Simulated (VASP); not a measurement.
# W3Cl (P4/nmm) in VASP: relaxation of cell and atoms with PBE

Aim: the relaxation of cell and atoms of W3Cl with PBE.

Everything below comes from runs of VASP 6.6.1. Logs are shortened: lines on timing, memory, paths and dates and some standing lists are left out, and cuts for length are marked.

## (1) The cell of the first run

It takes space group P4/nmm (No. 129, tetragonal). Conventional cell: a = 3.115 Å, b = 3.115 Å, c = 15.246 Å, α = 90.00°, β = 90.00°, γ = 90.00°. W (site symmetry 4mm) has 9 W at 2.74 to 3.22 Å and 4 Cl at 2.83 Å within 3.6 Å. W (site symmetry 4mm) has 14 W at 2.72 to 3.22 Å within 3.6 Å. W (site symmetry 4mm) has 13 W at 2.72 to 3.21 Å and 1 Cl at 3.40 Å within 3.6 Å. Within 3.7 Å of Cl (site symmetry 4mm) lie 5 W at 2.83 to 3.40 Å and 4 Cl at 3.11 Å.

## (2) Relaxation of cell and atoms, PBE

Contents of INCAR:

```
SYSTEM = W3Cl
PREC = Accurate ; ENCUT = 600
EDIFF = 1E-6 ; ISMEAR = 0
SIGMA = 0.1 ; LREAL = .FALSE.
LASPH = .TRUE. ; NELM = 60
ALGO = Normal ; ISIF = 3
LWAVE = .FALSE. ; LCHARG = .FALSE.
GGA = PE ; IBRION = 2
NSW = 100 ; EDIFFG = -0.01
```

Contents of KPOINTS:

```
regular mesh
0
G
  10 10 2
  0 0 0
```

Contents of POSCAR:

```
W3Cl
1.0
    3.1145050624      0.0000000000      0.0000000000
    0.0000000000      3.1145050624      0.0000000000
    0.0000000000      0.0000000000     15.2463476493
W Cl
6 2
Direct
    0.0000000000      0.5000000000      0.7359000473
    0.0000000000      0.5000000000      0.9469856217
    0.5000000000      0.0000000000      0.8423072753
    0.5000000000      0.0000000000      0.2640999527
    0.5000000000      0.0000000000      0.0530143783
    0.0000000000      0.5000000000      0.1576927247
    0.5000000000      0.0000000000      0.6192255635
    0.0000000000      0.5000000000      0.3807744365
```

Potentials or basis: VASP PAW PBE potentials, release 64 (W_sv, Cl).

Launch:

```
$ cat potpaw_PBE.64/W_sv/POTCAR potpaw_PBE.64/Cl/POTCAR > POTCAR
$ mpirun -np 1 vasp_std > vasp.out
```

OUTCAR:

```text
SYSTEM = W3Cl
   PREC = Accurate
   ENCUT = 600
   EDIFF = 1E-6
   ISMEAR = 0
   LREAL = .FALSE.
   LASPH = .TRUE.
   NELM = 60
   ISIF = 3
   GGA = PE
   IBRION = 2
   NSW = 100
   EDIFFG = -0.01

 ion  position               nearest neighbor table
   1  0.000  0.500  0.736-   3 2.74   3 2.74   3 2.74   3 2.74   7 2.83   7 2.83   7 2.83   7 2.83
                             2 3.22
   2  0.000  0.500  0.947-   3 2.72   3 2.72   3 2.72   3 2.72   5 2.73   5 2.73   5 2.73   5 2.73
                             6 3.21   1 3.22
   3  0.500  0.000  0.842-   2 2.72   2 2.72   2 2.72   2 2.72   1 2.74   1 2.74   1 2.74   1 2.74
                             5 3.21
   4  0.500  0.000  0.264-   6 2.74   6 2.74   6 2.74   6 2.74   8 2.83   8 2.83   8 2.83   8 2.83
                             5 3.22
   5  0.500  0.000  0.053-   6 2.72   6 2.72   6 2.72   6 2.72   2 2.73   2 2.73   2 2.73   2 2.73
                             3 3.21   4 3.22
   6  0.000  0.500  0.158-   5 2.72   5 2.72   5 2.72   5 2.72   4 2.74   4 2.74   4 2.74   4 2.74
                             2 3.21
   7  0.500  0.000  0.619-   1 2.83   1 2.83   1 2.83   1 2.83
   8  0.000  0.500  0.381-   4 2.83   4 2.83   4 2.83   4 2.83

  LATTYP: Found a simple tetragonal cell.
 ALAT       =     3.1145050624
 C/A-ratio  =     4.8952714296

  Lattice vectors:

 A1 = (   3.1145050624,   0.0000000000,   0.0000000000)
 A2 = (   0.0000000000,   3.1145050624,   0.0000000000)
 A3 = (   0.0000000000,   0.0000000000,  15.2463476493)

Analysis of symmetry for initial positions (statically):
=====================================================================
 Subroutine PRICEL returns:
 Original cell was already a primitive cell.

 Routine SETGRP: Setting up the symmetry group for a
 simple tetragonal supercell.

 Subroutine GETGRP returns: Found 16 space group operations
 (whereof  8 operations were pure point group operations)
 out of a pool of 16 trial point group operations.

The static configuration has the point symmetry D_2d.
 The point group associated with its full space group is D_4h.

Analysis of symmetry for dynamics (positions and initial velocities):
=====================================================================
 Subroutine PRICEL returns:
 Original cell was already a primitive cell.

 Routine SETGRP: Setting up the symmetry group for a
 simple tetragonal supercell.

 Subroutine GETGRP returns: Found 16 space group operations
 (whereof  8 operations were pure point group operations)
 out of a pool of 16 trial point group operations.

The dynamic configuration has the point symmetry D_2d.
 The point group associated with its full space group is D_4h.
[... 136 lines left out ...]
   GGA     = PE    functional components
   LHFCALC =     F    Hartree Fock is set to
   AEXX    =    0.0000 exact exchange contribution
   IVDW    =     0    specifies the selected vdW correction
   LEPSILON=     F    determine dielectric tensor
   LRPA    =     F    only Hartree local field effects (RPA)
 conjugate gradient relaxation of ions
 non-spin polarized calculation
 Gauss-broadening in eV      SIGMA  =   0.10
  energy-cutoff  :      600.00
  volume of cell :      147.89
 maximum number of plane-waves:      4976
 NGX is ok and might be reduce to    28
   NGX = 13   NGY = 13   NGZ = 61

--------------------------------------- Ionic step        1  -------------------------------------------

 number of electron      98.0000015 magnetization

 Free energy of the ion-electron system (eV)
  ---------------------------------------------------
  ext. energy  EPLUGINS =         0.00000000
  ---------------------------------------------------
  free energy    TOTEN  =       -80.16128387 eV

  energy without entropy =      -80.13012730  energy(sigma->0) =      -80.14570559

------------------------ aborting loop because EDIFF is reached ----------------------------------------

  FORCE on cell =-STRESS in cart. coord.  units (eV):
  Direction    XX          YY          ZZ          XY          YZ          ZX
  --------------------------------------------------------------------------------------
  -------------------------------------------------------------------------------------
  Total        1.3630817      1.3630817      0.7136153      0.0000000      0.0000000      0.0000000
  in kB       14.7668744     14.7668744      7.7309140      0.0000000      0.0000000      0.0000000
  external PRESSURE =      12.4215543 kB  Pullay stress =       0.0000000 kB
[... 107 lines left out ...]
  FREE ENERGIE OF THE ION-ELECTRON SYSTEM (eV)
  ---------------------------------------------------
  free  energy   TOTEN  =       -80.1654039040 eV

  energy  without entropy=      -80.1342791541  energy(sigma->0) =      -80.14984153

[... ionic steps 4 to 11 ...]

--------------------------------------- Ionic step       12  -------------------------------------------

 number of electron      98.0000013 magnetization

------------------------ aborting loop because EDIFF is reached ----------------------------------------
[... 79 lines left out ...]
--------------------------------------- Ionic step       14  -------------------------------------------

 number of electron      98.0000013 magnetization

 Free energy of the ion-electron system (eV)
  ---------------------------------------------------
  ext. energy  EPLUGINS =         0.00000000
  ---------------------------------------------------
  free energy    TOTEN  =       -80.16696307 eV

  energy without entropy =      -80.13692878  energy(sigma->0) =      -80.15194593

 E-fermi :   8.0419     XC(G=0): -11.6826

 val. band max:        8.0291193687   @ k =   0.3000   0.3000   0.0000
 cond. band min:       8.0451400063   @ k =   0.3000   0.0000   0.0000
 fundamental gap:      0.0160206376
 Fermi energy:         8.0418829239

 k-point     1 :       0.0000    0.0000    0.0000
  band No.  band energies     occupation
      1     -66.2009      2.00000
      2     -66.2007      2.00000
      3     -65.9330      2.00000
      4     -65.8161      2.00000
      5     -65.6226      2.00000
      6     -65.6163      2.00000
[... 1453 lines left out ...]
     57      10.1310      0.00000
     58      10.2982      0.00000

 [... further k-points ...]

------------------------ aborting loop because EDIFF is reached ----------------------------------------

  FORCE on cell =-STRESS in cart. coord.  units (eV):
  Direction    XX          YY          ZZ          XY          YZ          ZX
  --------------------------------------------------------------------------------------
  -------------------------------------------------------------------------------------
  Total        0.0018573      0.0018573     -0.0154296      0.0000000      0.0000000      0.0000000
  in kB        0.0199790      0.0199790     -0.1659810      0.0000000      0.0000000      0.0000000
  external PRESSURE =      -0.0420076 kB  Pullay stress =       0.0000000 kB
[... 23 lines left out ...]
  FREE ENERGIE OF THE ION-ELECTRON SYSTEM (eV)
  ---------------------------------------------------
  free  energy   TOTEN  =       -80.1669630741 eV

  energy  without entropy=      -80.1369287788  energy(sigma->0) =      -80.15194593

 reached required accuracy - stopping structural energy minimisation
```

OSZICAR:

```text
N       E                     dE             d eps       ncg     rms          rms(c)
DAV:   1     0.143156019456E+04    0.14316E+04   -0.61538E+04  4872   0.207E+03
DAV:   2     0.291132802452E+02   -0.14024E+04   -0.13693E+04  5004   0.635E+02
DAV:   3    -0.796666448477E+02   -0.10878E+03   -0.10343E+03  5800   0.157E+02
[... 123 lines left out ...]
DAV:   1    -0.801668591874E+02    0.78479E-04   -0.87139E-03  5168   0.804E-01    0.464E-02
DAV:   2    -0.801669728462E+02   -0.11366E-03   -0.12886E-03  5372   0.188E-01    0.281E-02
DAV:   3    -0.801669693142E+02    0.35320E-05   -0.10490E-04  6104   0.890E-02    0.173E-02
DAV:   4    -0.801669638128E+02    0.55014E-05   -0.29057E-05  5844   0.476E-02    0.114E-02
DAV:   5    -0.801669630741E+02    0.73874E-06   -0.86761E-06  5058   0.225E-02
  14 F= -.80166963E+02 E0= -.80151946E+02  d E =-.245415E-04
```

Wall time 38 min (1 thread of Intel Xeon 6975P-C (Granite Rapids), shared host); peak memory 0.54 GiB.

Results:

- Free energy: -80.1670 eV
- Relaxed volume: 18.62 Å³/atom
- Relaxed cell: a = 3.128 Å, b = 3.128 Å, c = 15.220 Å, α = 90.00°, β = 90.00°, γ = 90.00°
- Space group after relaxing (to 0.1 Å): P4/nmm (No. 129)
- Energy gained by relaxing: 0.7 meV/atom
- Ionic steps: 14
- Pressure after relaxing: 0.0 GPa
- Largest force after relaxing: 0.008 eV/Å
- Band gap on the k mesh: zero (bands 49 and 50 overlap by 1.47 eV)

Forces in eV/Å, atoms in the order of the input:
```
W    0.000  0.000  0.004
W    0.000  0.000 -0.005
W    0.000  0.000  0.005
W    0.000  0.000 -0.004
W    0.000  0.000  0.005
W    0.000  0.000 -0.005
Cl   0.000  0.000  0.008
Cl   0.000  0.000 -0.008
```

Step by step:
```csv
step,energy change (eV),largest force (eV/Å),pressure (GPa),volume (Å³)
1,0.0000,0.1048,1.24,147.89
2,0.0170,0.2840,-2.96,150.98
3,-0.0041,0.0646,-0.09,148.83
4,-0.0050,0.0574,-0.02,148.79
5,-0.0051,0.0622,0.04,148.77
6,-0.0051,0.0618,0.03,148.77
7,-0.0055,0.0266,0.05,148.82
8,-0.0056,0.0151,0.06,148.85
9,-0.0056,0.0146,0.07,148.86
10,-0.0056,0.0147,0.07,148.87
11,-0.0056,0.0136,0.06,148.86
12,-0.0056,0.0171,-0.14,149.04
13,-0.0057,0.0152,-0.04,148.94
14,-0.0057,0.0079,0.00,148.94
```

Final structure:
```
W Cl
1.0
     3.12819    0.00000    0.00000
     0.00000    3.12819    0.00000
     0.00000    0.00000   15.22019
W Cl
6 2
Cartesian
  0.0000 1.5641 11.2106
  0.0000 1.5641 14.4204
  1.5641 0.0000 12.8194
  1.5641 3.1282 4.0096
  1.5641 3.1282 0.7998
  3.1282 1.5641 2.4008
  1.5641 3.1282 9.4216
  0.0000 1.5641 5.7986
```

Caveat: spin-orbit coupling is left out, which moves the levels of the heavy elements; this functional lacks dispersion, which binds the layers, so the pressure and a relaxed spacing across them are unreliable.
